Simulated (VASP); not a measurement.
# As (P6/mmm) in VASP: a series of runs, part 2 of 3

VASP 6.6.1. The steps go on from the part before.

### 3 Single point, r2SCAN (volume scaled by 1.08)

File POSCAR:

```
As
1.0
    4.9661210759      0.0000000000      0.0000000000
   -2.4830605380      4.3007870100      0.0000000000
    0.0000000000      0.0000000000      2.8744365677
As
3
Direct
    0.0000000000      1.0000000000      0.0000000000
    0.3333333333      0.6666666667      0.5000000000
    0.6666666667      0.3333333333      0.5000000000
```

File INCAR.step1:

```
  PREC = Accurate
  ENCUT = 520
  ISMEAR = -1
  SIGMA = 0.1
  LREAL = F
  LASPH = T
  NELM = 80
  NBANDS = 14
  GGA = PE
  ALGO = Normal
  EDIFF = 1E-4
  LWAVE = T
  LCHARG = F
```

File INCAR.step2:

```
  PREC = Accurate
  ENCUT = 520
  EDIFF = 1E-7
  ISMEAR = -1
  SIGMA = 0.1
  LREAL = F
  LASPH = T
  NELM = 80
  ALGO = Normal
  ISIF = 2
  LWAVE = F
  LCHARG = F
  METAGGA = R2SCAN
  LMIXTAU = T
  NBANDS = 14
  ISTART = 1
```

File KPOINTS:

```
Automatic mesh
0
Gamma
  9 9 13
```

Potentials or basis: VASP PAW PBE potentials, release 64 (As).

Launch:

```
> cat potpaw_PBE.64/As/POTCAR > POTCAR
> cp INCAR.step1 INCAR
> mpirun -np 1 vasp_std > vasp.out
> cp INCAR.step2 INCAR
> mpirun -np 1 vasp_std > vasp.out
```

OUTCAR:

```text
PREC = Accurate
   ENCUT = 520
   EDIFF = 1E-7
   ISMEAR = -1
   LREAL = F
   LASPH = T
   NELM = 80
   ISIF = 2
   METAGGA = R2SCAN
   ISTART = 1

 ion  position               nearest neighbor table
   1  0.000  0.000  0.000-
   2  0.333  0.667  0.500-   3 2.87   3 2.87   3 2.87
   3  0.667  0.333  0.500-   2 2.87   2 2.87   2 2.87

  LATTYP: Found a hexagonal cell.
 ALAT       =     4.9661210759
 C/A-ratio  =     0.5788092001

  Lattice vectors:

 A1 = (   4.9661210759,   0.0000000000,   0.0000000000)
 A2 = (  -2.4830605380,   4.3007870100,   0.0000000000)
 A3 = (   0.0000000000,   0.0000000000,   2.8744365677)

Analysis of symmetry for initial positions (statically):
=====================================================================
 Subroutine PRICEL returns:
 Original cell was already a primitive cell.

 Routine SETGRP: Setting up the symmetry group for a
 hexagonal supercell.

 Subroutine GETGRP returns: Found 24 space group operations
 (whereof 24 operations were pure point group operations)
 out of a pool of 24 trial point group operations.

The static configuration has the point symmetry D_6h.

Analysis of symmetry for dynamics (positions and initial velocities):
=====================================================================
 Subroutine PRICEL returns:
 Original cell was already a primitive cell.

 Routine SETGRP: Setting up the symmetry group for a
 hexagonal supercell.

 Subroutine GETGRP returns: Found 24 space group operations
 (whereof 24 operations were pure point group operations)
 out of a pool of 24 trial point group operations.

The dynamic configuration has the point symmetry D_6h.

 Subroutine INISYM returns: Found 24 space group operations
 (whereof 24 operations are pure point group operations),
 and found     1 'primitive' translations

----------------------------------------------------------------------------------------

                                     Primitive cell

  volume of cell :      61.3929

  direct lattice vectors                    reciprocal lattice vectors
     4.966121076  0.000000000  0.000000000     0.201364402  0.116257792  0.000000000
    -2.483060538  4.300787010  0.000000000     0.000000000  0.232515583  0.000000000
     0.000000000  0.000000000  2.874436568     0.000000000  0.000000000  0.347894266

  length of vectors
     4.966121076  4.966121076  2.874436568     0.232515583  0.232515583  0.347894266

  position of ions in fractional coordinates (direct lattice)
     0.000000000  0.000000000  0.000000000
     0.333333333  0.666666667  0.500000000
     0.666666667  0.333333333  0.500000000

  ion indices of the primitive-cell ions
   primitive index   ion index
                 1           1
                 2           2
                 3           3

----------------------------------------------------------------------------------------

 KPOINTS: Automatic mesh

Automatic generation of k-mesh.
 Grid dimensions read from file:
 generate k-points for:    9    9   13

 Generating k-lattice:
[... 41 lines left out ...]
  0.333333  0.222222  0.076923     24.000000
  0.333333  0.333333  0.076923      4.000000
 [... further k-points ...]
   k-points           NKPTS =     84   k-points in BZ     NKDIM =     84   number of bands    NBANDS=     14
   number of dos      NEDOS =    301   number of ions     NIONS =      3
   total plane-waves  NPLWV =  38400
   dimension x,y,z NGX =    40 NGY =   40 NGZ =   24
   dimension x,y,z NGXF=    80 NGYF=   80 NGZF=   48
   ions per type =               3
   NGX,Y,Z   is equivalent  to a cutoff of  13.39, 13.39, 13.88 a.u.
   NGXF,Y,Z  is equivalent  to a cutoff of  26.78, 26.78, 27.76 a.u.
 SYSTEM =  unknown system
   PREC   = accura    normal or accurate (medium, high low for compatibility)
   ISTART =      1    job   : 0-new  1-cont  2-samecut
   ICHARG =      0    charge: 1-file 2-atom 10-const
   ISPIN  =      1    spin polarized calculation?
   LNONCOLLINEAR =      F non collinear calculations
   LSORBIT =      F    spin-orbit coupling
   LASPH  =      T    aspherical Exc in radial PAW
   ENCUT  =  520.0 eV  38.22 Ry    6.18 a.u.   9.23  9.23  5.34*2*pi/ulx,y,z
   NELM   =     80;   NELMIN=  2; NELMDL=  0     # of ELM steps
   EDIFF  = 0.1E-06   stopping-criterion for ELM
   LREAL  =      F    real-space projection
   EDIFFG = 0.1E-05   stopping-criterion for IOM
   NSW    =      0    number of steps for IOM
   IBRION =     -1    ionic relax: 0-MD 1-quasi-New 2-CG
   NFREE  =      0    steps in history (QN), initial steepest desc. (CG)
   ISIF   =      2    stress and relaxation
   ISYM   =      2    0-nonsym 1-usesym 2-fastsym
   POTIM  = 0.5000    time-step for ionic-motion
   TEBEG  =    0.0;   TEEND  =   0.0 temperature during run
   PSTRESS=    0.0 pullay stress
   NELECT =      15.0000    total number of electrons
   NUPDOWN=      -1.0000    fix difference up-down
   EMIN   =  10.00;   EMAX   =-10.00  energy-range for DOS
   EFERMI =   0.00;   METHOD = LEGACY
   ISMEAR =    -1;   SIGMA  =   0.10  broadening in eV -4-tet -1-fermi 0-gaus
   EFERMI_NEDOS =   21; number of points for ismear=-14 and -15
   IALGO  =     38    algorithm
   IMIX   =      4    mixing-type and parameters
     AMIX     =   0.40;   BMIX     =  1.00
     AMIX_MAG =   1.60;   BMIX_MAG =  1.00
  volume/ion in A,a.u.               =      20.46       138.10
  Fermi-wavevector in a.u.,A,eV,Ry     =   1.023448  1.934037 14.251375  1.047447
  Thomas-Fermi vector in A             =   2.157182
   LORBIT       =      0    0 simple, 1 ext, 2 COOP (PROOUT), +10 PAW based schemes
   METAGGA = R2SCAN    functional components
   LHFCALC =     F    Hartree Fock is set to
   AEXX    =    0.0000 exact exchange contribution
   IVDW    =     0    specifies the selected vdW correction
   LEPSILON=     F    determine dielectric tensor
   LRPA    =     F    only Hartree local field effects (RPA)
 non-spin polarized calculation
  energy-cutoff  :      520.00
  volume of cell :       61.39
 maximum number of plane-waves:      1685
 NGX is ok and might be reduce to    40
   NGX = 19   NGY = 19   NGZ = 11

 number of electron      15.0000001 magnetization

 Free energy of the ion-electron system (eV)
  ---------------------------------------------------
  ext. energy  EPLUGINS =         0.00000000
  ---------------------------------------------------
  free energy    TOTEN  =       -42.20208939 eV

  energy without entropy =      -42.13927602  energy(sigma->0) =      -42.17068270

 E-fermi :   5.4737     XC(G=0): -10.9590

 val. band max:        5.4736009474   @ k =   0.3333   0.0000   0.3077
 cond. band min:       5.5025970652   @ k =   0.0000   0.0000   0.3077
 fundamental gap:      0.0289961179
 Fermi energy:         5.4736900159

 k-point     1 :       0.0000    0.0000    0.0000
  band No.  band energies     occupation
      1      -9.6488      2.00000
      2      -4.7015      2.00000
      3      -4.4912      2.00000
      4       1.0273      2.00000
      5       1.0273      2.00000
      6       1.3323      2.00000
      7       1.3323      2.00000
      8       8.0902      0.00000
      9      10.7513      0.00000
     10      10.7513      0.00000
     11      11.8285      0.00000
     12      11.8360      0.00000
     13      13.2545      0.00000
     14      18.0689      0.00000
[... 377 lines left out ...]
      1      -7.1197      2.00000
      2      -7.1197      2.00000
      3      -7.0058      2.00000
      4       1.8777      2.00000
      5       2.3505      2.00000
      6       2.3505      2.00000
      7       7.7929      0.00000
      8       7.7929      0.00000
      9       8.7357      0.00000
     10       9.1727      0.00000
     11       9.4548      0.00000
     12       9.4548      0.00000
     13      14.1025      0.00000
     14      14.2784      0.00000

 [... further k-points ...]

------------------------ aborting loop because EDIFF is reached ----------------------------------------

  FORCE on cell =-STRESS in cart. coord.  units (eV):
  Direction    XX          YY          ZZ          XY          YZ          ZX
  --------------------------------------------------------------------------------------
  -------------------------------------------------------------------------------------
  Total       -1.9536208     -1.9536208     -2.0212663      0.0000000      0.0000000      0.0000000
  in kB      -50.9838806    -50.9838806    -52.7492318      0.0000000      0.0000000      0.0000000
  external PRESSURE =     -51.5723310 kB  Pullay stress =       0.0000000 kB

 VOLUME and BASIS-vectors are now :
 -----------------------------------------------------------------------------
  energy-cutoff  :      520.00
  volume of cell :       61.39
      direct lattice vectors                 reciprocal lattice vectors
     4.966121076  0.000000000  0.000000000     0.201364402  0.116257792  0.000000000
    -2.483060538  4.300787010  0.000000000     0.000000000  0.232515583  0.000000000
     0.000000000  0.000000000  2.874436568     0.000000000  0.000000000  0.347894266

 POSITION                                       TOTAL-FORCE (eV/Angst)
 -----------------------------------------------------------------------------------
      0.00000      0.00000      0.00000        -0.000000      0.000000      0.000000
     -0.00000      2.86719      1.43722        -0.000000      0.000000      0.000000
      2.48306      1.43360      1.43722         0.000000     -0.000000      0.000000
 -----------------------------------------------------------------------------------
    total drift:                                0.000000     -0.000000      0.000000

  FREE ENERGIE OF THE ION-ELECTRON SYSTEM (eV)
  ---------------------------------------------------
  free  energy   TOTEN  =       -42.2020893898 eV

  energy  without entropy=      -42.1392760180  energy(sigma->0) =      -42.17068270
```

It took 3 min on 1 thread of Intel Xeon Platinum 8488C (Sapphire Rapids), shared host; peak memory 0.23 GiB.

Results:

```
Free energy : -42.2021 eV
Pressure    : -5.2 GPa
```

Caveat: the PAW data sets were made with another functional, which shifts forces and pressure a little.

### 4 Single point, r2SCAN (volume scaled by 1.12)

File POSCAR:

```
As
1.0
    5.0266894974      0.0000000000      0.0000000000
   -2.5133447487      4.3532408017      0.0000000000
    0.0000000000      0.0000000000      2.9094941272
As
3
Direct
    0.0000000000      1.0000000000      0.0000000000
    0.3333333333      0.6666666667      0.5000000000
    0.6666666667      0.3333333333      0.5000000000
```

File INCAR.step1:

```
SYSTEM = As
  ALGO = Normal
  EDIFF = 1E-4
  ENCUT = 520
  GGA = PE
  ISMEAR = -1
  LASPH = .TRUE.
  LCHARG = .FALSE.
  LREAL = .FALSE.
  LWAVE = .TRUE.
  NBANDS = 14
  NELM = 100
  PREC = Accurate
  SIGMA = 0.1
```

File INCAR.step2:

```
SYSTEM = As
  ALGO = Normal
  EDIFF = 1E-7
  ENCUT = 520
  ISIF = 2
  ISMEAR = -1
  ISTART = 1
  LASPH = .TRUE.
  LCHARG = .TRUE.
  LELF = .TRUE.
  LMIXTAU = .TRUE.
  LREAL = .FALSE.
  LVHAR = .TRUE.
  LWAVE = .FALSE.
  METAGGA = R2SCAN
  NBANDS = 14
  NELM = 100
  PREC = Accurate
  SIGMA = 0.1
```

File KPOINTS:

```
k-points
0
G
  9 9 13
  0 0 0
```

Potentials or basis: VASP PAW PBE potentials, release 64 (As).

Launch:

```
> cat potpaw_PBE.64/As/POTCAR > POTCAR
> cp INCAR.step1 INCAR
> mpirun -np 1 vasp_std > vasp.out
> cp INCAR.step2 INCAR
> mpirun -np 1 vasp_std > vasp.out
```

OUTCAR:

```text
SYSTEM = As
   EDIFF = 1E-7
   ENCUT = 520
   ISIF = 2
   ISMEAR = -1
   ISTART = 1
   LASPH = .TRUE.
   LREAL = .FALSE.
   METAGGA = R2SCAN
   NELM = 100
   PREC = Accurate

 ion  position               nearest neighbor table
   1  0.000  0.000  0.000-
   2  0.333  0.667  0.500-   3 2.90   3 2.90   3 2.90
   3  0.667  0.333  0.500-   2 2.90   2 2.90   2 2.90

  LATTYP: Found a hexagonal cell.
 ALAT       =     5.0266894974
 C/A-ratio  =     0.5788092001

  Lattice vectors:

 A1 = (   5.0266894974,   0.0000000000,   0.0000000000)
 A2 = (  -2.5133447487,   4.3532408017,   0.0000000000)
 A3 = (   0.0000000000,   0.0000000000,   2.9094941272)

Analysis of symmetry for initial positions (statically):
=====================================================================
 Subroutine PRICEL returns:
 Original cell was already a primitive cell.

 Routine SETGRP: Setting up the symmetry group for a
 hexagonal supercell.

 Subroutine GETGRP returns: Found 24 space group operations
 (whereof 24 operations were pure point group operations)
 out of a pool of 24 trial point group operations.

[... 180 lines left out ...]
      8       7.6069      0.00000
      9      10.0976      0.00000
     10      10.0976      0.00000
     11      11.1301      0.00000
     12      11.1318      0.00000
     13      12.8254      0.00000
     14      17.4699      0.00000
[... 377 lines left out ...]
      1      -7.3027      2.00000
      2      -7.3027      2.00000
      3      -7.1965      2.00000
      4       1.5795      2.00000
      5       2.0517      2.00000
      6       2.0517      2.00000
      7       7.3005      0.00000
      8       7.3005      0.00000
      9       8.2209      0.00000
     10       8.6405      0.00000
     11       8.9027      0.00000
     12       8.9027      0.00000
     13      13.6365      0.00000
     14      13.8249      0.00000

 [... further k-points ...]

------------------------ aborting loop because EDIFF is reached ----------------------------------------

  FORCE on cell =-STRESS in cart. coord.  units (eV):
  Direction    XX          YY          ZZ          XY          YZ          ZX
  --------------------------------------------------------------------------------------
  -------------------------------------------------------------------------------------
  Total       -2.7206028     -2.7206028     -3.0830228      0.0000000      0.0000000      0.0000000
  in kB      -68.4641909    -68.4641909    -77.5845199      0.0000000      0.0000000      0.0000000
  external PRESSURE =     -71.5043005 kB  Pullay stress =       0.0000000 kB

 VOLUME and BASIS-vectors are now :
 -----------------------------------------------------------------------------
  energy-cutoff  :      520.00
  volume of cell :       63.67
      direct lattice vectors                 reciprocal lattice vectors
     5.026689497  0.000000000  0.000000000     0.198938088  0.114856959  0.000000000
    -2.513344749  4.353240802  0.000000000     0.000000000  0.229713918  0.000000000
     0.000000000  0.000000000  2.909494127     0.000000000  0.000000000  0.343702361

 POSITION                                       TOTAL-FORCE (eV/Angst)
 -----------------------------------------------------------------------------------
      0.00000      0.00000      0.00000         0.000000      0.000000      0.000000
     -0.00000      2.90216      1.45475        -0.000000      0.000000      0.000000
      2.51334      1.45108      1.45475         0.000000      0.000000      0.000000
 -----------------------------------------------------------------------------------
    total drift:                                0.000000     -0.000000      0.000000

  FREE ENERGIE OF THE ION-ELECTRON SYSTEM (eV)
  ---------------------------------------------------
  free  energy   TOTEN  =       -42.1144018942 eV

  energy  without entropy=      -42.0495137343  energy(sigma->0) =      -42.08195781
```

It took 2.7 min on 1 thread of Intel Xeon Platinum 8488C (Sapphire Rapids), shared host; peak memory 0.23 GiB.

What came out:

```yaml
Free_energy: -42.1144 eV
Pressure: -7.2 GPa
```

Levels at points of the mesh, in eV from the Fermi level:
```tsv
k point	band 6	band 7	band 8	band 9	band 10	band 11
(0.00, 0.00, 0.00)	-3.94	-3.94	2.53	5.02	5.02	6.05
```

Caveat: the PAW data sets were made with another functional, which shifts forces and pressure a little.

(Part 2 of 3 ends here.)
